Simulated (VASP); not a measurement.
A run of VASP 6.6.1 is set up as follows.

INCAR

```
PREC = Accurate
ENCUT = 520
EDIFF = 1E-7
ISMEAR = -1
SIGMA = 0.02
LREAL = False
LASPH = True
NELM = 80
ALGO = Normal
ISIF = 2
LWAVE = False
LCHARG = False
GGA = PE
NBANDS = 55
```

The input KPOINTS:

```
Automatic mesh
0
Gamma
  4 8 4
```

The input POSCAR:

```
Si2GeN4
1.0
    7.8484462116      0.0000000000     -0.0181350154
    0.0000000000      2.9850689423      0.0000000000
   -3.9399284898      0.0000000000      6.7589638011
Si Ge N
4 2 8
Direct
    0.4071191579      0.2500000000      0.1694437183
    0.1800494650      0.7500000000      0.7723849503
    0.8199505350      0.2500000000      0.2276150497
    0.5928808421      0.7500000000      0.8305562817
    0.2309479657      0.7500000000      0.4038589028
    0.7690520343      0.2500000000      0.5961410972
    0.6625088640      0.2500000000      0.3237529887
    0.3374911360      0.7500000000      0.6762470113
    0.3033739267      0.2500000000      0.3203991392
    0.3324940248      0.7500000000      0.0305026468
    0.9574586439      0.7500000000      0.2951551037
    0.0425413561      0.2500000000      0.7048448963
    0.6966260733      0.7500000000      0.6796008608
    0.6675059752      0.2500000000      0.9694973532
```

Potentials or basis: VASP PAW PBE potentials, release 64 (Si, Ge_d, N).

Launch:

```sh
$ cat potpaw_PBE.64/Si/POTCAR potpaw_PBE.64/Ge_d/POTCAR potpaw_PBE.64/N/POTCAR > POTCAR
$ mpirun -np 1 vasp_std > vasp.out
```

**Question.** Predict the band gap on the k mesh.

**Answer.** 3.49 eV (least direct gap 3.60 eV).

**Question.** Predict the pressure.

**Answer.** -0.4 GPa.

Forces on the atoms (eV/Å):
```
Si  -0.004  0.000  0.009
Si   0.007  0.000  0.002
Si  -0.007  0.000 -0.002
Si   0.004  0.000 -0.009
Ge   0.014  0.000 -0.006
Ge  -0.014  0.000  0.006
N    0.002  0.000  0.016
N   -0.002  0.000 -0.016
N   -0.030  0.000  0.015
N    0.000  0.000 -0.004
N    0.016  0.000  0.005
N   -0.016  0.000 -0.005
N    0.030  0.000 -0.015
N    0.000  0.000  0.004
```

A k mesh can miss the band edges.
